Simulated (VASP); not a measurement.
Runs of VASP 6.6.1 on CsLa5. The structure is that of space group P6/mmm (No. 191), or close to it. The cells are those of the table. 

```tsv
task	cell	k mesh	cutoff (eV)	gap on the mesh (eV)	pressure (GPa)	relaxed volume (Å³/atom)
single point	a = 7.262, b = 7.262, c = 5.904 Å, angles 90.0, 90.0, 120.0°, 6 atoms	3 × 3 × 4	520	none	0.2	-
relaxation of cell and atoms	relaxed from a = 6.872, b = 6.872, c = 5.446 Å, angles 90.0, 90.0, 120.0°, 6 atoms	3 × 3 × 4	600	none	-0.1	45.84
single point	a = 6.872, b = 6.872, c = 5.446 Å, angles 90.0, 90.0, 120.0°, 6 atoms	3 × 3 × 4	520	none	(a)	-
relaxation of cell and atoms	relaxed from a = 7.262, b = 7.262, c = 5.904 Å, angles 90.0, 90.0, 120.0°, 6 atoms	6 × 6 × 6	600	none	0.0	45.40
```

Alike in all rows: level PBE; potentials or basis VASP PAW PBE potentials, release 64 (Cs_sv, La); no spin polarisation; smearing gaussian 0.1 eV.

Problem. Estimate the missing entries.

Solution. (a) 4.3.

Caveats: spin-orbit coupling is left out, which moves the levels of the heavy elements; the volume moved by over 15 % at a fixed basis, so the end points are rough (some runs).

A k mesh can miss the band edges, and the runs leave out spin-orbit coupling on Cs, La.

A gap of «none» marks levels without a gap at the run's occupations.
